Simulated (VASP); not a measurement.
Runs of VASP 6.6.1 on KCl. The structure is that of space group Fm-3m (No. 225), or close to it. The cells are those of the table. 

```tsv
task	cell	k mesh for the DOS	occupations for the DOS	gap on the mesh (eV)	pressure (GPa)
single point	a = 4.484 Å, angles 60.0°, 2 atoms	-	-	5.11	(b)
single point	a = 4.478 Å, angles 60.0°, 2 atoms	-	-	5.12	0.4
single point	a = 4.482 Å, angles 60.0°, 2 atoms	-	-	5.11	0.4
single point	a = 4.451 Å, angles 60.0°, 2 atoms	-	-	5.18	0.8
single point	a = 4.572 Å, angles 60.0°, 2 atoms	-	-	4.92	-0.6
single point	a = 4.542 Å, angles 60.0°, 2 atoms	-	-	(c)	(a)
single point	a = 4.512 Å, angles 60.0°, 2 atoms	-	-	5.05	0.0
```

Alike in all rows: level PBE; potentials or basis VASP PAW PBE potentials, release 64 (K_sv, Cl); no spin polarisation; k mesh 10 × 10 × 10; cutoff (eV) 520; smearing gaussian 0.05 eV.

**Question.** Fill in the values left out.

**Answer.** (a) -0.3; (b) 0.3; (c) 4.98.

A k mesh can miss the band edges.
